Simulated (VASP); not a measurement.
Here is a VASP 6.6.1 calculation.

Contents of INCAR:

```
ALGO = Normal
EDIFF = 1E-7
ENCUT = 520
GGA = PE
ISIF = 2
ISMEAR = -4
LASPH = T
LCHARG = F
LREAL = F
LWAVE = F
NBANDS = 16
NELM = 100
PREC = Accurate
SIGMA = 0.05
```

The input KPOINTS:

```
k-points
0
Gamma
  12 12 6
```

The input POSCAR:

```
BN
1.0
    2.6312174989      0.0000000000      0.0000000000
   -1.3156087494      2.2787011969      0.0000000000
    0.0000000000      0.0000000000      4.2245145352
B N
2 2
Direct
    0.6666666667      0.3333333333      0.9998058547
    0.3333333333      0.6666666667      0.4998058547
    0.6666666667      0.3333333333      0.6251941453
    0.3333333333      0.6666666667      0.1251941453
```

Potentials or basis: VASP PAW PBE potentials, release 64 (B, N).

Command:

```console
$ cat potpaw_PBE.64/B/POTCAR potpaw_PBE.64/N/POTCAR > POTCAR
$ mpirun -np 1 vasp_std > vasp.out
```

(1) Predict the band gap on the k mesh.

(2) What does it give for the largest force?

(3) What does it give for the pressure?

Results:

(1) 5.38 eV, indirect (least direct gap 7.72 eV).

(2) 0.013 eV/Å.

(3) -19.2 GPa.
